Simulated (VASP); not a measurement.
Here is a VASP 6.6.1 calculation.

Contents of INCAR:

```
PREC = Accurate
ENCUT = 600
EDIFF = 1E-6
ISMEAR = 0
SIGMA = 0.05
LREAL = False
LASPH = True
NELM = 120
ALGO = Normal
ISIF = 2
LWAVE = False
LCHARG = True
GGA = PE
LELF = True
LVHAR = True
ISYM = 0
NBANDS = 56
GGA_COMPAT = False
```

KPOINTS

```
Automatic mesh
0
Gamma
  6 6 3
```

Contents of POSCAR:

```
HfO2
1.0
   -2.5575000000     -2.5575000000      0.0000000000
    2.5575000000     -2.5575000000      0.0000000000
   -2.5575000000      0.0000000000     10.2300000000
Hf O
4 8
Direct
   -0.4687500000      0.4687500000      0.9375000000
    0.4062500000      0.5937500000      0.1875000000
   -0.2187500000      0.2187500000      0.4375000000
    0.1562500000      0.8437500000      0.6875000000
    0.4687500000      0.0312500000      0.0625000000
   -0.1562500000      0.6562500000      0.3125000000
    0.2187500000      0.2812500000      0.5625000000
   -0.4062500000      0.9062500000      0.8125000000
    0.3437500000      0.1562500000      0.3125000000
   -0.2812500000      0.7812500000      0.5625000000
    0.0937500000      0.4062500000      0.8125000000
   -0.0312500000      0.5312500000      0.0625000000
```

Potentials or basis: VASP PAW PBE potentials, release 64 (Hf_pv, O).

Run with:

```bash
$ cat potpaw_PBE.64/Hf_pv/POTCAR potpaw_PBE.64/O/POTCAR > POTCAR
$ mpirun -np 1 vasp_std > vasp.out
```

Task: Estimate the pressure.

Result: -3.2 GPa.

Task: What does it give for the band gap on the k mesh?

Result: Zero (bands 44 and 45 overlap by 0.10 eV).

Stress tensor (GPa, compression positive):
```
-10.51   0.00   0.00
  0.00 -10.51   0.00
  0.00   0.00  11.47
```

Caveat: the cell differs from its parent crystal (the part above a cut slid along it); the stress differs along the axes, from -11 to 11 GPa; spin-orbit coupling is left out, which moves the levels of the heavy elements; forces of over 1 eV/Å act on the atoms, so gaps and moduli don't describe the material at rest.
